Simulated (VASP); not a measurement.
## Cu: single point with LDA

Cu:

```
CELL_PARAMETERS angstrom
-1.37117 1.37117 1.45331
1.37117 -1.37117 1.45331
1.37117 1.37117 -1.45331
ATOMIC_POSITIONS crystal
Cu 0.00000 0.00000 0.00000
```

- Program: VASP 6.6.1
- Task: single point
- Functional: LDA
- Potentials or basis: VASP PAW LDA potentials, release 64 (Cu)
- Cutoff: 600 eV
- k mesh: 24 × 24 × 24
- Occupations: gaussian, width 0.15 eV
- Spin: no spin polarisation
- Dipole correction: no
- Further INCAR settings: ALGO = Normal; EDIFF = 1e-06; NBANDS = 12

```
Pressure               : 0.9 GPa
Band gap on the k mesh : zero (an odd number of electrons rules out a gap without spin polarisation)
```

Stress tensor (GPa, compression positive):
```
0.51 0.00 0.00
0.00 0.51 0.00
0.00 0.00 1.66
```

Levels at points of the mesh, in eV from the Fermi level:
| k point | band 3 | band 4 | band 5 | band 6 | band 7 | band 8 | band 9 | band 10 |
| --- | --- | --- | --- | --- | --- | --- | --- | --- |
| (0.00, 0.00, 0.00) | -3.49 | -3.26 | -2.41 | -2.16 | 25.05 | 26.15 | 26.15 | 29.07 |
| (0.50, 0.00, 0.00) | -2.47 | -2.12 | -1.47 | -0.93 | 4.54 | 18.68 | 19.00 | 22.85 |
| (0.50, 0.50, 0.00) | -2.15 | -2.07 | -1.43 | -0.47 | 5.19 | 17.15 | 17.25 | 21.45 |
| (0.50, 0.50, 0.50) | -1.68 | -1.62 | -1.62 | 7.01 | 9.25 | 9.25 | 13.39 | 14.91 |

Wall time 86 s on 1 thread of Intel(R) Xeon(R) Platinum 8488C (Sapphire Rapids), on a shared host, peak memory 0.27 GiB.
